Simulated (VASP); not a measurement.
# WO5H4 (W(O)(OH)4) in VASP: single point with PBE

Aim: the single point of WO5H4 (W(O)(OH)4) with PBE.

Program: VASP 6.6.1. These are calculated values, not measurements. Logs are shortened: lines on timing, memory, paths and dates and some standing lists are left out, and cuts for length are marked.

## (1) The cell of the first run

The cell holds a molecule in a box, 10 atoms: a = 14.020 Å, b = 14.020 Å, c = 11.270 Å, α = 90.00°, β = 90.00°, γ = 90.00°.

## (2) Single point, PBE

INCAR reads:

```
SYSTEM = H4WO5
PREC = Accurate
ENCUT = 520
EDIFF = 1E-7
ISMEAR = 0
SIGMA = 0.01
LREAL = .False.
LASPH = .True.
NELM = 60
ALGO = Normal
ISIF = 2
LWAVE = .False.
LCHARG = .False.
GGA = PE
NBANDS = 35
```

KPOINTS reads:

```
regular mesh
0
Gamma
  1 1 1
  0 0 0
```

POSCAR reads:

```
H4WO5
1.0
   14.0200000000      0.0000000000      0.0000000000
    0.0000000000     14.0200000000      0.0000000000
    0.0000000000      0.0000000000     11.2700000000
W O H
1 5 4
Direct
    0.4999622000      0.4999622000      0.4482795000
    0.4999622000      0.4999622000      0.6008917500
    0.6305991400      0.5187097000      0.3992901500
    0.4812146900      0.6305991400      0.3992901500
    0.3693252500      0.4812146900      0.3992901500
    0.5187097000      0.3693252500      0.3992901500
    0.6789543500      0.4718266800      0.4217258200
    0.5280977200      0.6789543500      0.4217258200
    0.3209700400      0.5280977200      0.4217258200
    0.4718266800      0.3209700400      0.4217258200
```

Potentials or basis: VASP PAW PBE potentials, release 64 (W_sv, O, H).

The run is started by

```bash
$ cat potpaw_PBE.64/W_sv/POTCAR potpaw_PBE.64/O/POTCAR potpaw_PBE.64/H/POTCAR > POTCAR
$ mpirun -np 1 vasp_gam > vasp.out
```

OUTCAR:

```text
SYSTEM = H4WO5
   PREC = Accurate
   ENCUT = 520
   EDIFF = 1E-7
   ISMEAR = 0
   LREAL = .False.
   LASPH = .True.
   NELM = 60
   ISIF = 2
   GGA = PE

 ion  position               nearest neighbor table
   1  0.500  0.500  0.448-   2 1.72   3 1.93   4 1.93   6 1.93   5 1.93
   2  0.500  0.500  0.601-   1 1.72
   3  0.631  0.519  0.399-   7 0.98   1 1.93
   4  0.481  0.631  0.399-   8 0.98   1 1.93
   5  0.369  0.481  0.399-   9 0.98   1 1.93
   6  0.519  0.369  0.399-  10 0.98   1 1.93
   7  0.679  0.472  0.422-   3 0.98
   8  0.528  0.679  0.422-   4 0.98
   9  0.321  0.528  0.422-   5 0.98
  10  0.472  0.321  0.422-   6 0.98

  LATTYP: Found a simple tetragonal cell.
 ALAT       =    14.0200000000
 C/A-ratio  =     0.8038516405

  Lattice vectors:

 A1 = (  14.0200000000,   0.0000000000,   0.0000000000)
 A2 = (   0.0000000000,  14.0200000000,   0.0000000000)
 A3 = (   0.0000000000,   0.0000000000,  11.2700000000)

Analysis of symmetry for initial positions (statically):
=====================================================================
 Subroutine PRICEL returns:
 Original cell was already a primitive cell.

 Routine SETGRP: Setting up the symmetry group for a
 simple tetragonal supercell.

 Subroutine GETGRP returns: Found  4 space group operations
 (whereof  1 operations were pure point group operations)
 out of a pool of 16 trial point group operations.

The static configuration has the point symmetry C_1 .
 The point group associated with its full space group is C_1 .

Analysis of symmetry for dynamics (positions and initial velocities):
=====================================================================
 Subroutine PRICEL returns:
 Original cell was already a primitive cell.

 Routine SETGRP: Setting up the symmetry group for a
 simple tetragonal supercell.

 Subroutine GETGRP returns: Found  4 space group operations
 (whereof  1 operations were pure point group operations)
 out of a pool of 16 trial point group operations.

The dynamic configuration has the point symmetry C_1 .
 The point group associated with its full space group is C_1 .

 Subroutine INISYM returns: Found  4 space group operations
 (whereof  1 operations are pure point group operations),
 and found     1 'primitive' translations

----------------------------------------------------------------------------------------

                                     Primitive cell

  volume of cell :    2215.2357

  direct lattice vectors                    reciprocal lattice vectors
    14.020000000  0.000000000  0.000000000     0.071326676  0.000000000  0.000000000
     0.000000000 14.020000000  0.000000000     0.000000000  0.071326676  0.000000000
     0.000000000  0.000000000 11.270000000     0.000000000  0.000000000  0.088731145

  length of vectors
    14.020000000 14.020000000 11.270000000     0.071326676  0.071326676  0.088731145

  position of ions in fractional coordinates (direct lattice)
     0.499962200  0.499962200  0.448279500
     0.499962200  0.499962200  0.600891750
     0.630599140  0.518709700  0.399290150
     0.481214690  0.630599140  0.399290150
     0.369325250  0.481214690  0.399290150
     0.518709700  0.369325250  0.399290150
     0.678954350  0.471826680  0.421725820
     0.528097720  0.678954350  0.421725820
     0.320970040  0.528097720  0.421725820
     0.471826680  0.320970040  0.421725820

  ion indices of the primitive-cell ions
   primitive index   ion index
                 1           1
                 2           2
                 3           3
                 4           4
                 5           5
                 6           6
                 7           7
                 8           8
                 9           9
                10          10

----------------------------------------------------------------------------------------

 KPOINTS: regular mesh

Automatic generation of k-mesh.
 Grid dimensions read from file:
 generate k-points for:    1    1    1

 Generating k-lattice:

  Cartesian coordinates                     Fractional coordinates (reciprocal lattice)
     0.071326676  0.000000000  0.000000000     1.000000000  0.000000000  0.000000000
     0.000000000  0.071326676  0.000000000     0.000000000  1.000000000  0.000000000
     0.000000000  0.000000000  0.088731145     0.000000000  0.000000000  1.000000000

  Length of vectors
     0.071326676  0.071326676  0.088731145

  Shift w.r.t. Gamma in fractional coordinates (k-lattice)
     0.000000000  0.000000000  0.000000000

 Subroutine IBZKPT returns following result:
 ===========================================

 Found      1 irreducible k-points:

 Following reciprocal coordinates:
            Coordinates               Weight
  0.000000  0.000000  0.000000      1.000000
   k-points           NKPTS =      1   k-points in BZ     NKDIM =      1   number of bands    NBANDS=     35
   number of dos      NEDOS =    301   number of ions     NIONS =     10
   total plane-waves  NPLWV = 979776
   dimension x,y,z NGX =   108 NGY =  108 NGZ =   84
   dimension x,y,z NGXF=   216 NGYF=  216 NGZF=  168
   ions per type =               1   5   4
   NGX,Y,Z   is equivalent  to a cutoff of  12.81, 12.81, 12.39 a.u.
   NGXF,Y,Z  is equivalent  to a cutoff of  25.61, 25.61, 24.78 a.u.
 SYSTEM =  H4WO5
   PREC   = accura    normal or accurate (medium, high low for compatibility)
   ISTART =      0    job   : 0-new  1-cont  2-samecut
   ICHARG =      2    charge: 1-file 2-atom 10-const
   ISPIN  =      1    spin polarized calculation?
   LNONCOLLINEAR =      F non collinear calculations
   LSORBIT =      F    spin-orbit coupling
   LASPH  =      T    aspherical Exc in radial PAW
   ENCUT  =  520.0 eV  38.22 Ry    6.18 a.u.  26.07 26.07 20.95*2*pi/ulx,y,z
   NELM   =     60;   NELMIN=  2; NELMDL= -5     # of ELM steps
   EDIFF  = 0.1E-06   stopping-criterion for ELM
   LREAL  =      F    real-space projection
   EDIFFG = 0.1E-05   stopping-criterion for IOM
   NSW    =      0    number of steps for IOM
   IBRION =     -1    ionic relax: 0-MD 1-quasi-New 2-CG
   NFREE  =      0    steps in history (QN), initial steepest desc. (CG)
   ISIF   =      2    stress and relaxation
   ISYM   =      2    0-nonsym 1-usesym 2-fastsym
   POTIM  = 0.5000    time-step for ionic-motion
   TEBEG  =    0.0;   TEEND  =   0.0 temperature during run
   PSTRESS=    0.0 pullay stress
   NELECT =      48.0000    total number of electrons
   NUPDOWN=      -1.0000    fix difference up-down
   EMIN   =  10.00;   EMAX   =-10.00  energy-range for DOS
   EFERMI =   0.00;   METHOD = LEGACY
   ISMEAR =     0;   SIGMA  =   0.01  broadening in eV -4-tet -1-fermi 0-gaus
   EFERMI_NEDOS =   21; number of points for ismear=-14 and -15
   IALGO  =     38    algorithm
   IMIX   =      4    mixing-type and parameters
     AMIX     =   0.40;   BMIX     =  1.00
     AMIX_MAG =   1.60;   BMIX_MAG =  1.00
  volume/ion in A,a.u.               =     221.52      1494.91
  Fermi-wavevector in a.u.,A,eV,Ry     =   0.456403  0.862477  2.834145  0.208304
  Thomas-Fermi vector in A             =   1.440550
   LORBIT       =      0    0 simple, 1 ext, 2 COOP (PROOUT), +10 PAW based schemes
   GGA     = PE    functional components
   LHFCALC =     F    Hartree Fock is set to
   AEXX    =    0.0000 exact exchange contribution
   IVDW    =     0    specifies the selected vdW correction
   LEPSILON=     F    determine dielectric tensor
   LRPA    =     F    only Hartree local field effects (RPA)
 non-spin polarized calculation
 Gauss-broadening in eV      SIGMA  =   0.01
  energy-cutoff  :      520.00
  volume of cell :     2215.24
 maximum number of plane-waves:     29777
 NGX is ok and might be reduce to   108
   NGX = 53   NGY = 53   NGZ = 41

 number of electron      47.9999998 magnetization

 Free energy of the ion-electron system (eV)
  ---------------------------------------------------
  ext. energy  EPLUGINS =         0.00000000
  ---------------------------------------------------
  free energy    TOTEN  =       -63.99888510 eV

  energy without entropy =      -63.99888510  energy(sigma->0) =      -63.99888510

 E-fermi :  -7.0959     XC(G=0):  -0.7827

 val. band max:       -7.3554536807   @ k =   0.0000   0.0000   0.0000
 cond. band min:      -3.6488509842   @ k =   0.0000   0.0000   0.0000
 fundamental gap:      3.7066026965
 Fermi energy:        -7.0959179413

 k-point     1 :       0.0000    0.0000    0.0000
  band No.  band energies     occupation
      1     -80.8477      2.00000
      2     -45.2139      2.00000
      3     -45.0798      2.00000
      4     -45.0798      2.00000
      5     -24.8339      2.00000
      6     -24.4607      2.00000
[... 27 lines left out ...]
     34       0.9617      0.00000
     35       1.0456      0.00000

------------------------ aborting loop because EDIFF is reached ----------------------------------------

  FORCE on cell =-STRESS in cart. coord.  units (eV):
  Direction    XX          YY          ZZ          XY          YZ          ZX
  --------------------------------------------------------------------------------------
  -------------------------------------------------------------------------------------
  Total       -0.8797606     -0.8797606     -0.3063631     -0.0000030     -0.0000000      0.0000000
  in kB       -0.6362901     -0.6362901     -0.2215782     -0.0000021     -0.0000000      0.0000000
  external PRESSURE =      -0.4980528 kB  Pullay stress =       0.0000000 kB

 VOLUME and BASIS-vectors are now :
 -----------------------------------------------------------------------------
  energy-cutoff  :      520.00
  volume of cell :     2215.24
      direct lattice vectors                 reciprocal lattice vectors
    14.020000000  0.000000000  0.000000000     0.071326676  0.000000000  0.000000000
     0.000000000 14.020000000  0.000000000     0.000000000  0.071326676  0.000000000
     0.000000000  0.000000000 11.270000000     0.000000000  0.000000000  0.088731145

 POSITION                                       TOTAL-FORCE (eV/Angst)
 -----------------------------------------------------------------------------------
      7.00947      7.00947      5.05211        -0.000000     -0.000000     -0.002497
      7.00947      7.00947      6.77205        -0.000000     -0.000000     -0.029354
      8.84100      7.27231      4.50000         0.103582     -0.133022      0.059644
      6.74663      8.84100      4.50000         0.133022      0.103582      0.059644
      5.17794      6.74663      4.50000        -0.103582      0.133022      0.059644
      7.27231      5.17794      4.50000        -0.133022     -0.103582      0.059644
      9.51894      6.61501      4.75285        -0.176982      0.135530     -0.051681
      7.40393      9.51894      4.75285        -0.135530     -0.176982     -0.051681
      4.50000      7.40393      4.75285         0.176982     -0.135530     -0.051681
      6.61501      4.50000      4.75285         0.135530      0.176982     -0.051681
 -----------------------------------------------------------------------------------
    total drift:                                0.000341      0.000368      0.000565

  FREE ENERGIE OF THE ION-ELECTRON SYSTEM (eV)
  ---------------------------------------------------
  free  energy   TOTEN  =       -63.9988851035 eV

  energy  without entropy=      -63.9988851035  energy(sigma->0) =      -63.99888510
```

Run time: 6.9 min. Hardware: 1 thread of AMD EPYC 7R43 (Zen 3), shared host; peak memory 1.6 GiB.

Results:

- Free energy: -63.9989 eV
- Largest force: 0.229 eV/Å
- Gap between the frontier levels: 3.71 eV

Forces in eV/Å, atoms in the order of the input:
```
W    0.000  0.000 -0.002
O    0.000  0.000 -0.029
O    0.104 -0.133  0.060
O    0.133  0.104  0.060
O   -0.104  0.133  0.060
O   -0.133 -0.104  0.060
H   -0.177  0.136 -0.052
H   -0.136 -0.177 -0.052
H    0.177 -0.136 -0.052
H    0.136  0.177 -0.052
```

Levels at points of the mesh, in eV from the valence-band top:
| k point | band 20 | band 21 | band 22 | band 23 | band 24 | band 25 | band 26 | band 27 | band 28 | band 29 |
| --- | --- | --- | --- | --- | --- | --- | --- | --- | --- | --- |
| (0.00, 0.00, 0.00) | -0.46 | -0.41 | -0.04 | 0.00 | 0.00 | 3.71 | 5.55 | 5.55 | 6.42 | 7.11 |

Caveat: spin-orbit coupling is left out, which moves the levels of the heavy elements.
